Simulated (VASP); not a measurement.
# Sn (Im-3m) in VASP: further runs

The runs below take Sn through single point, with LDA.

All numbers are computed with VASP 6.6.1; they aren't measurements. Logs are shortened: lines on timing, memory, paths and dates and some standing lists are left out, and cuts for length are marked.

## (1) The cell of the first run

It takes space group Im-3m (No. 229, cubic). Conventional cell: a = 3.613 Å, b = 3.613 Å, c = 3.613 Å, α = 90.00°, β = 90.00°, γ = 90.00°. Within 4.1 Å of Sn (site symmetry m-3m) lie 14 Sn at 3.13 to 3.61 Å.

## (2) Single point, LDA

File INCAR:

```
ALGO = Normal
EDIFF = 1E-7
ENCUT = 520
GGA = CA
ISIF = 2
ISMEAR = -1
LASPH = True
LCHARG = False
LREAL = False
LWAVE = False
NBANDS = 13
NELM = 60
PREC = Accurate
SIGMA = 0.1
```

File KPOINTS:

```
k-points
0
Gamma
  11 11 11
```

File POSCAR:

```
Sn
1.0
   -1.8063393343      1.8063393343      1.8063393343
    1.8063393343     -1.8063393343      1.8063393343
    1.8063393343      1.8063393343     -1.8063393343
Sn
1
Direct
    0.0000000000      0.0000000000      0.0000000000
```

Potentials or basis: VASP PAW LDA potentials, release 64 (Sn_d).

Started as:

```sh
> cat potpaw_LDA.64/Sn_d/POTCAR > POTCAR
> mpirun -np 1 vasp_std > vasp.out
```

OUTCAR:

```text
EDIFF = 1E-7
   ENCUT = 520
   GGA = CA
   ISIF = 2
   ISMEAR = -1
   LASPH = True
   LREAL = False
   NELM = 60
   PREC = Accurate

 ion  position               nearest neighbor table
   1  0.000  0.000  0.000-

  LATTYP: Found a body centered cubic cell.
 ALAT       =     3.6126786686

  Lattice vectors:

 A1 = (  -1.8063393343,   1.8063393343,   1.8063393343)
 A2 = (   1.8063393343,  -1.8063393343,   1.8063393343)
 A3 = (   1.8063393343,   1.8063393343,  -1.8063393343)

Analysis of symmetry for initial positions (statically):
=====================================================================
 Subroutine PRICEL returns:
 Original cell was already a primitive cell.

 Routine SETGRP: Setting up the symmetry group for a
 body centered cubic supercell.

 Subroutine GETGRP returns: Found 48 space group operations
 (whereof 48 operations were pure point group operations)
 out of a pool of 48 trial point group operations.

The static configuration has the point symmetry O_h .

Analysis of symmetry for dynamics (positions and initial velocities):
=====================================================================
 Subroutine PRICEL returns:
 Original cell was already a primitive cell.

 Routine SETGRP: Setting up the symmetry group for a
 body centered cubic supercell.

 Subroutine GETGRP returns: Found 48 space group operations
 (whereof 48 operations were pure point group operations)
 out of a pool of 48 trial point group operations.

The dynamic configuration has the point symmetry O_h .

 Subroutine INISYM returns: Found 48 space group operations
 (whereof 48 operations are pure point group operations),
 and found     1 'primitive' translations

----------------------------------------------------------------------------------------

                                     Primitive cell

  volume of cell :      23.5753

  direct lattice vectors                    reciprocal lattice vectors
    -1.806339334  1.806339334  1.806339334     0.000000000  0.276802919  0.276802919
     1.806339334 -1.806339334  1.806339334     0.276802919  0.000000000  0.276802919
     1.806339334  1.806339334 -1.806339334     0.276802919  0.276802919  0.000000000

  length of vectors
     3.128671503  3.128671503  3.128671503     0.391458442  0.391458442  0.391458442

  position of ions in fractional coordinates (direct lattice)
     0.000000000  0.000000000  0.000000000

  ion indices of the primitive-cell ions
   primitive index   ion index
                 1           1

----------------------------------------------------------------------------------------

 KPOINTS: k-points

Automatic generation of k-mesh.
 Grid dimensions read from file:
 generate k-points for:   11   11   11

 Generating k-lattice:

  Cartesian coordinates                     Fractional coordinates (reciprocal lattice)
     0.000000000  0.025163902  0.025163902     0.090909091  0.000000000  0.000000000
     0.025163902  0.000000000  0.025163902     0.000000000  0.090909091  0.000000000
     0.025163902  0.025163902  0.000000000     0.000000000  0.000000000  0.090909091

  Length of vectors
     0.035587131  0.035587131  0.035587131

  Shift w.r.t. Gamma in fractional coordinates (k-lattice)
     0.000000000  0.000000000  0.000000000

 Subroutine IBZKPT returns following result:
 ===========================================

 Found     56 irreducible k-points:

 Following reciprocal coordinates:
            Coordinates               Weight
  0.000000  0.000000  0.000000      1.000000
  0.090909  0.000000  0.000000     12.000000
  0.181818  0.000000  0.000000     12.000000
  0.272727  0.000000  0.000000     12.000000
  0.363636  0.000000  0.000000     12.000000
  0.454545  0.000000  0.000000     12.000000
[... 16 lines left out ...]
  0.272727  0.181818  0.090909     48.000000
  0.363636  0.181818  0.090909     24.000000
 [... further k-points ...]
   k-points           NKPTS =     56   k-points in BZ     NKDIM =     56   number of bands    NBANDS=     13
   number of dos      NEDOS =    301   number of ions     NIONS =      1
   total plane-waves  NPLWV =  13824
   dimension x,y,z NGX =    24 NGY =   24 NGZ =   24
   dimension x,y,z NGXF=    48 NGYF=   48 NGZF=   48
   ions per type =               1
   NGX,Y,Z   is equivalent  to a cutoff of  12.75, 12.75, 12.75 a.u.
   NGXF,Y,Z  is equivalent  to a cutoff of  25.51, 25.51, 25.51 a.u.
 SYSTEM =  unknown system
   PREC   = accura    normal or accurate (medium, high low for compatibility)
   ISTART =      0    job   : 0-new  1-cont  2-samecut
   ICHARG =      2    charge: 1-file 2-atom 10-const
   ISPIN  =      1    spin polarized calculation?
   LNONCOLLINEAR =      F non collinear calculations
   LSORBIT =      F    spin-orbit coupling
   LASPH  =      T    aspherical Exc in radial PAW
   ENCUT  =  520.0 eV  38.22 Ry    6.18 a.u.   5.82  5.82  5.82*2*pi/ulx,y,z
   NELM   =     60;   NELMIN=  2; NELMDL= -5     # of ELM steps
   EDIFF  = 0.1E-06   stopping-criterion for ELM
   LREAL  =      F    real-space projection
   EDIFFG = 0.1E-05   stopping-criterion for IOM
   NSW    =      0    number of steps for IOM
   IBRION =     -1    ionic relax: 0-MD 1-quasi-New 2-CG
   NFREE  =      0    steps in history (QN), initial steepest desc. (CG)
   ISIF   =      2    stress and relaxation
   ISYM   =      2    0-nonsym 1-usesym 2-fastsym
   POTIM  = 0.5000    time-step for ionic-motion
   TEBEG  =    0.0;   TEEND  =   0.0 temperature during run
   PSTRESS=    0.0 pullay stress
   NELECT =      14.0000    total number of electrons
   NUPDOWN=      -1.0000    fix difference up-down
   EMIN   =  10.00;   EMAX   =-10.00  energy-range for DOS
   EFERMI =   0.00;   METHOD = LEGACY
   ISMEAR =    -1;   SIGMA  =   0.10  broadening in eV -4-tet -1-fermi 0-gaus
   EFERMI_NEDOS =   21; number of points for ismear=-14 and -15
   IALGO  =     38    algorithm
   IMIX   =      4    mixing-type and parameters
     AMIX     =   0.40;   BMIX     =  1.00
     AMIX_MAG =   1.60;   BMIX_MAG =  1.00
  volume/ion in A,a.u.               =      23.58       159.09
  Fermi-wavevector in a.u.,A,eV,Ry     =   1.376041  2.600341 25.762495  1.893490
  Thomas-Fermi vector in A             =   2.501322
   LORBIT       =      0    0 simple, 1 ext, 2 COOP (PROOUT), +10 PAW based schemes
   GGA     = CA    functional components
   LHFCALC =     F    Hartree Fock is set to
   AEXX    =    0.0000 exact exchange contribution
   IVDW    =     0    specifies the selected vdW correction
   LEPSILON=     F    determine dielectric tensor
   LRPA    =     F    only Hartree local field effects (RPA)
 non-spin polarized calculation
  energy-cutoff  :      520.00
  volume of cell :       23.58
 maximum number of plane-waves:       650
   NGX = 11   NGY = 11   NGZ = 11

 number of electron      14.0000002 magnetization

 Free energy of the ion-electron system (eV)
  ---------------------------------------------------
  ext. energy  EPLUGINS =         0.00000000
  ---------------------------------------------------
  free energy    TOTEN  =        -4.40581456 eV

  energy without entropy =       -4.38422780  energy(sigma->0) =       -4.39502118

 E-fermi :   9.6546     XC(G=0): -11.2901

 val. band max:        9.5848909736   @ k =  -0.4545   0.4545   0.3636
 cond. band min:       9.6953497187   @ k =  -0.2727   0.4545   0.0909
 fundamental gap:      0.1104587451
 Fermi energy:         9.6545981594

 k-point     1 :       0.0000    0.0000    0.0000
  band No.  band energies     occupation
      1     -11.9001      2.00000
      2     -11.9001      2.00000
      3     -11.9001      2.00000
      4     -11.6851      2.00000
      5     -11.6851      2.00000
      6      -2.5461      2.00000
      7      18.9048      0.00000
      8      18.9048      0.00000
      9      18.9048      0.00000
     10      22.1403      0.00000
     11      22.1403      0.00000
     12      22.1403      0.00000
     13      23.5918      0.00000

 k-point     2 :       0.0909    0.0000    0.0000
  band No.  band energies     occupation
      1     -11.9061      2.00000
      2     -11.8925      2.00000
      3     -11.8736      2.00000
      4     -11.6917      2.00000
      5     -11.6858      2.00000
      6      -2.3434      2.00000
      7      17.1670      0.00000
      8      18.0702      0.00000
      9      18.5559      0.00000
     10      20.9168      0.00000
     11      21.2553      0.00000
     12      21.9174      0.00000
     13      24.2810      0.00000

 k-point     3 :       0.1818    0.0000    0.0000
  band No.  band energies     occupation
      1     -11.9223      2.00000
      2     -11.8761      2.00000
      3     -11.8016      2.00000
      4     -11.7064      2.00000
      5     -11.6873      2.00000
      6      -1.7322      2.00000
      7      13.9297      0.00000
      8      16.5923      0.00000
      9      17.6682      0.00000
     10      19.9511      0.00000
     11      20.1930      0.00000
     12      22.1775      0.00000
     13      24.7875      0.00000
[... 305 lines left out ...]
 k-point    23 :       0.2727    0.1818    0.0909
  band No.  band energies     occupation
      1     -11.9259      2.00000
      2     -11.8464      2.00000
      3     -11.7004      2.00000
      4     -11.6974      2.00000
      5     -11.6425      2.00000
      6       2.4790      2.00000
      7       7.1420      2.00000
      8       9.8036      0.36779
      9      12.1515      0.00000
     10      23.1693      0.00000
     11      24.7914      0.00000
     12      25.2683      0.00000
     13      27.5307      0.00000

 k-point    24 :       0.3636    0.1818    0.0909
  band No.  band energies     occupation
      1     -11.9277      2.00000
      2     -11.8315      2.00000
      3     -11.6988      2.00000
      4     -11.6934      2.00000
      5     -11.6476      2.00000
      6       3.7602      2.00000
      7       5.5977      2.00000
      8       9.4805      1.70150
      9      11.9515      0.00000
     10      23.0422      0.00000
     11      24.9985      0.00000
     12      26.4049      0.00000
     13      26.4784      0.00000

 [... further k-points ...]
[... 5 lines left out ...]
  --------------------------------------------------------------------------------------
  -------------------------------------------------------------------------------------
  Total        0.8881556      0.8881556      0.8881556     -0.0000000     -0.0000000      0.0000000
  in kB       60.3589460     60.3589460     60.3589460     -0.0000000     -0.0000000      0.0000000
  external PRESSURE =      60.3589460 kB  Pullay stress =       0.0000000 kB

 VOLUME and BASIS-vectors are now :
 -----------------------------------------------------------------------------
  energy-cutoff  :      520.00
  volume of cell :       23.58
      direct lattice vectors                 reciprocal lattice vectors
    -1.806339334  1.806339334  1.806339334     0.000000000  0.276802919  0.276802919
     1.806339334 -1.806339334  1.806339334     0.276802919  0.000000000  0.276802919
     1.806339334  1.806339334 -1.806339334     0.276802919  0.276802919  0.000000000

 POSITION                                       TOTAL-FORCE (eV/Angst)
 -----------------------------------------------------------------------------------
      0.00000      0.00000      0.00000         0.000000      0.000000      0.000000
 -----------------------------------------------------------------------------------
    total drift:                               -0.000000      0.000000      0.000000

  FREE ENERGIE OF THE ION-ELECTRON SYSTEM (eV)
  ---------------------------------------------------
  free  energy   TOTEN  =        -4.4058145573 eV

  energy  without entropy=       -4.3842277957  energy(sigma->0) =       -4.39502118
```

It took 7.2 s on 1 thread of Intel Xeon Platinum 8488C (Sapphire Rapids), shared host; peak memory 0.13 GiB.

What came out:

| Quantity | Value |
| --- | --- |
| Free energy | -4.4058 eV |
| Pressure | 6.0 GPa |
| Band gap on the k mesh | zero (band 7 reaches 18.90 eV, above the bottom of band 8 at 6.84 eV) |

Caveat: spin-orbit coupling is left out, which moves the levels of the heavy elements.

[end of part 1 of 2]
